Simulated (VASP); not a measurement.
# Ti3Br: relaxation of cell and atoms with PBE

The system is Ti3Br.

```xyz
4
Lattice="4.3836 0.0000 0.0000 0.0000 4.3836 0.0000 0.0000 0.0000 4.3836" Properties=species:S:1:pos:R:3 pbc="T T T"
Ti    2.1918    0.0000    0.0000
Ti    0.0000    2.1918    0.0000
Ti    0.0000    0.0000    2.1918
Br    2.1918    2.1918    2.1918
```

The cell was built from a structure type or drawn by symmetry, and may not be a known phase.

```json
{
 "Program": "VASP 6.6.1",
 "Task": "relaxation of cell and atoms",
 "Functional": "PBE",
 "Potentials or basis": "VASP PAW PBE potentials, release 64 (Ti_sv, Br)",
 "Cutoff": "600 eV",
 "k mesh": "4 × 4 × 4",
 "Occupations": "gaussian, width 0.1 eV",
 "Spin": "collinear spin",
 "Starting moments": "[1.0, 1.0, 1.0, 0.0] μB",
 "Dipole correction": "no",
 "Further INCAR settings": "ALGO = Normal; EDIFF = 1e-06; IBRION = 2; EDIFFG = -0.04; NSW = 90; ISIF = 3"
}
```

* Relaxed volume: 17.06 Å³/atom
* Relaxed cell: a = 4.086 Å, b = 4.086 Å, c = 4.086 Å, α = 90.00°, β = 90.00°, γ = 90.00°
* Space group after relaxing (to 0.1 Å): Pm-3m (No. 221)
* Energy gained by relaxing: 163.1 meV/atom
* Ionic steps: 3
* Pressure after relaxing: -0.1 GPa
* Net moment: 0.00 μB per cell
* Valence electrons inside the program's atomic spheres: Ti 10.32; Br 4.83

The path:
```
step  energy change (eV)  largest force (eV/Å)  pressure (GPa)  volume (Å³)
   1              0.0000                0.0000          -10.22        84.24
   2             -0.6503                0.0000           -0.85        68.90
   3             -0.6524                0.0000           -0.05        68.24
```

Final structure:
```xyz
4
Lattice="4.0865 0.0000 0.0000 0.0000 4.0865 0.0000 0.0000 0.0000 4.0865" Properties=species:S:1:pos:R:3 pbc="T T T"
Ti    2.0432    0.0000    0.0000
Ti    0.0000    2.0432    0.0000
Ti    0.0000    0.0000    2.0432
Br    2.0432    2.0432    2.0432
```

Levels at points of the mesh, in eV from the Fermi level:
Spin up:
| k point | band 18 | band 19 | band 20 | band 21 | band 22 | band 23 | band 24 | band 25 |
| --- | --- | --- | --- | --- | --- | --- | --- | --- |
| (0.00, 0.00, 0.00) | -2.58 | -2.58 | -1.63 | -1.63 | -1.63 | -0.96 | 1.26 | 1.26 |
| (0.50, 0.00, 0.00) | -1.25 | -0.95 | -0.69 | -0.07 | 0.00 | 0.00 | 0.29 | 0.91 |
| (0.50, 0.50, 0.00) | -0.68 | -0.68 | -0.68 | 0.14 | 0.14 | 0.78 | 0.97 | 1.11 |
| (0.50, 0.50, 0.50) | -2.55 | -2.55 | 0.00 | 0.30 | 0.30 | 0.30 | 0.50 | 1.29 |
Spin down:
```tsv
k point	band 17	band 18	band 19	band 20	band 21	band 22	band 23	band 24	band 25	band 26
(0.00, 0.00, 0.00)	-4.29	-2.58	-2.58	-1.63	-1.63	-1.63	-0.96	1.26	1.26	1.26
(0.50, 0.00, 0.00)	-2.48	-1.25	-0.95	-0.69	-0.07	0.00	0.00	0.29	0.91	0.91
(0.50, 0.50, 0.00)	-1.96	-0.68	-0.68	-0.68	0.14	0.14	0.78	0.97	1.11	1.11
(0.50, 0.50, 0.50)	-2.55	-2.55	-2.55	0.00	0.30	0.30	0.30	0.50	1.29	1.29
```

It took 2.8 min on 1 thread of Intel(R) Xeon(R) Platinum 8375C CPU @ 2.90GHz (Ice Lake), on a shared host, peak memory 0.26 GiB.

Caveat: the volume moved by over 15 % at a fixed basis, so the end points are rough.
